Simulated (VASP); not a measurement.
A run of VASP 6.6.1 is set up as follows.

The input POSCAR:

```
ZrS
1.0
    0.0000000000      2.6250000000      2.6250000000
    2.6250000000      0.0000000000      2.6250000000
    2.6250000000      2.6250000000      0.0000000000
Zr S
1 1
Direct
    0.0000000000      0.0000000000      0.0000000000
    0.5000000000      0.5000000000      0.5000000000
```

INCAR.step1

```
SYSTEM = ZrS
ALGO = Normal
EDIFF = 1E-5
EDIFFG = -0.005
ENCUT = 550
GGA = PE
GGA_COMPAT = .FALSE.
IBRION = 2
ISIF = 3
ISMEAR = 0
LASPH = .TRUE.
LCHARG = .FALSE.
LREAL = .FALSE.
LWAVE = .TRUE.
NELM = 120
NELMIN = 4
NSW = 100
PREC = Accurate
SIGMA = 0.3
```

INCAR.step2

```
SYSTEM = ZrS
ALGO = Normal
EDIFF = 1E-7
EDIFFG = -0.01
ENCUT = 550
GGA_COMPAT = .FALSE.
IBRION = 2
ISIF = 8
ISMEAR = 0
ISTART = 1
LASPH = .TRUE.
LCHARG = .FALSE.
LMIXTAU = .TRUE.
LREAL = .FALSE.
LWAVE = .FALSE.
METAGGA = R2SCAN
NELM = 120
NELMIN = 4
NSW = 80
PREC = Accurate
SIGMA = 0.3
```

KPOINTS

```
k-points
0
G
  4 4 4
  0 0 0
```

Potentials or basis: VASP PAW PBE potentials, release 64 (Zr_sv, S).

Command:

```bash
$ cat potpaw_PBE.64/Zr_sv/POTCAR potpaw_PBE.64/S/POTCAR > POTCAR
$ cp INCAR.step1 INCAR
$ mpirun -np 1 vasp_std > vasp.out
$ cp INCAR.step2 INCAR
$ mpirun -np 1 vasp_std > vasp.out
```

(1) Estimate the relaxed volume.

(2) Estimate the space group after relaxing (to 0.1 Å).

(3) Predict the relaxed cell.

Results:

(1) 17.81 Å³/atom.

(2) Fm-3m (No. 225).

(3) a = 3.693 Å, b = 3.693 Å, c = 3.693 Å, α = 60.00°, β = 60.00°, γ = 60.00°.

Caveat: the k points lie up to 0.52 Å⁻¹ apart in the final cell; the highest band is partly filled, so the run has too few bands; the PAW data sets were made with another functional, which shifts forces and pressure a little.
